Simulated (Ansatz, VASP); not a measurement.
One calculation of PbS, two programs

```
CELL_PARAMETERS angstrom
2.15410 1.24367 3.51962
-2.15410 1.24367 3.51962
0.00000 -2.48734 3.51962
ATOMIC_POSITIONS crystal
Pb 0.98057 0.98057 0.98057
S 0.47504 0.47504 0.47504
```

Alike in both runs: task single point; functional LDA; k mesh 8 × 8 × 8; occupations fermi-dirac, width 0.05 eV; no spin polarisation.

|  | VASP | Ansatz |
| --- | --- | --- |
| version | VASP 6.6.1 | Ansatz 0.2.0 |
| potentials or method | VASP PAW LDA potentials, release 64 (Pb_d, S) | Ansatz PAW |
| plane-wave cutoff (eV) | 520 | 420 |
| valence electrons in the cell | 20 | 20 |

|  | VASP | Ansatz | Ansatz less VASP |
| --- | --- | --- | --- |
| gap on the k mesh at the Fermi level (eV) | 0.48 | 0.50 | +0.020 |
| least direct gap on the mesh (eV) | 0.48 | 0.50 | +0.020 |
| pressure (GPa) | -6.1 | -6.2 | -0.02 |
| rms of the force components (eV/Å) | 0.018 | 0.019 | +0.0009 |

LDA's correlation is that of Perdew and Zunger in VASP and of Perdew and Wang (1992) in Ansatz. Atom by atom the forces differ by 0.001 eV/Å (rms over components).

Neither program's run includes spin-orbit coupling.
